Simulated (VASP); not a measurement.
CsSnBr3:

```xyz
5
Lattice="5.8411 0.0000 0.0000 0.0000 5.8411 0.0000 0.0000 0.0000 5.8411" Properties=species:S:1:pos:R:3 pbc="T T T"
Cs    0.0000    0.0000    0.0000
Sn    2.9206    2.9206    2.9206
Br    2.9206    2.9206    0.0000
Br    2.9206    0.0000    2.9206
Br    0.0000    2.9206    2.9206
```

Base run:

```yaml
Program: VASP 6.6.1
Functional: r2SCAN
Potentials_or_basis: VASP PAW PBE potentials, release 64 (Cs_sv, Sn_d, Br)
Cutoff: 550 eV
k_mesh: 4 × 4 × 4
Occupations: gaussian, width 0.01 eV
Spin: no spin polarisation
```

Its results: band gap on the k mesh 0.69 eV; pressure 0.0 GPa.

Q: The run is repeated on the same cell with these changes: functional from r2SCAN to PBE; cutoff from 550 eV to 500 eV. What comes out?

A: Band gap on the k mesh 0.50 eV; pressure 0.7 GPa.

Caveats: spin-orbit coupling is left out, which moves the levels of the heavy elements; the PAW data sets were made with another functional, which shifts forces and pressure a little (at least some runs).

A k mesh can miss the band edges.
